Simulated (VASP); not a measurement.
A run of VASP 6.6.1 is set up as follows.

File INCAR:

```
ALGO = Normal
EDIFF = 1E-6
ENCUT = 520
GGA = PE
ISIF = 2
ISMEAR = -1
ISPIN = 2
LASPH = T
LCHARG = F
LMAXMIX = 6
LORBIT = 11
LREAL = F
LWAVE = F
MAGMOM = 3
NBANDS = 21
NELM = 150
PREC = Accurate
SIGMA = 0.05
```

KPOINTS

```
k-points
0
Gamma
  9 9 9
```

The input POSCAR:

```
Er
1.0
    0.0000000000      2.4962667076      2.4962667076
    2.4962667076      0.0000000000      2.4962667076
    2.4962667076      2.4962667076      0.0000000000
Er
1
Direct
    0.0000000000      0.0000000000      0.0000000000
```

Potentials or basis: VASP PAW PBE potentials, release 64 (Er).

Launch:

```console
$ cat potpaw_PBE.64/Er/POTCAR > POTCAR
$ mpirun -np 1 vasp_std > vasp.out
```

(1) What does it give for the pressure?

(2) Estimate the net moment.

(3) Predict the site moments.

Results:

(1) 2.2 GPa.

(2) 2.42 μB per cell.

(3) Er +2.42 μB.

Caveat: the magnetic or orbital state may not be the lowest.
